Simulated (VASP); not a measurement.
Here is a VASP 6.6.1 calculation.

INCAR

```
PREC     = Accurate       # precision mode
ENCUT    = 520            # plane-wave cutoff, eV
EDIFF    = 1E-7           # SCF threshold, eV
ISMEAR   = 0              # smearing method
SIGMA    = 0.05           # smearing width, eV
LREAL    = False          # projectors in reciprocal space
LASPH    = True           # aspherical terms in the spheres
NELM     = 150            # most SCF steps
ALGO     = Normal         # electronic algorithm
ISIF     = 2              # what is computed and relaxed
LWAVE    = False          # write WAVECAR
LCHARG   = True           # write CHGCAR
ISPIN    = 2              # spin polarisation
MAGMOM   = 1.92 0.21      # initial moments
LORBIT   = 11             # projections on sites
LMAXMIX  = 4              # l up to which the mixer works
LDAU     = True           # DFT+U
LDAUTYPE = 2            
LDAUL    = 2 -1           # shell
LDAUU    = 6.2 0          # U, eV
LDAUJ    = 0 0          
LDAUPRINT= 1            
GGA      = PE             # functional
LELF     = True           # ELF
LVHAR    = True         
NBANDS   = 19             # bands
```

KPOINTS

```
regular mesh
0
Gamma
  10 10 10
```

File POSCAR:

```
NiO
1.0
    0.0000000000      2.1503720565      2.1503720565
    2.1503720565      0.0000000000      2.1503720565
    2.1503720565      2.1503720565      0.0000000000
Ni O
1 1
Direct
    0.0000000000      0.0000000000      0.0000000000
    0.5000000000      0.5000000000      0.5000000000
```

Potentials or basis: VASP PAW PBE potentials, release 64 (Ni, O).

Command:

```sh
$ cat potpaw_PBE.64/Ni/POTCAR potpaw_PBE.64/O/POTCAR > POTCAR
$ mpirun -np 1 vasp_std > vasp.out
```

Problem. Predict the site moments.

Solution. Ni +1.83; O +0.16 μB.

Problem. What does it give for the pressure?

Solution. -11.3 GPa.

Problem. Predict the net moment.

Solution. 2.00 μB per cell.

Eigenvalues of the final occupation matrices:
| site | spin | trace | eigenvalues |
| --- | --- | --- | --- |
| site 1 d | 1 | 4.99 | 0.98 0.98 0.98 1.02 1.02 |
| site 1 d | 2 | 3.19 | 0.12 0.12 0.98 0.98 0.98 |

Caveat: a cell with one magnetic atom can't hold antiferromagnetic order, which such compounds often take. The state reached can hang on the start; a lower one may exist.
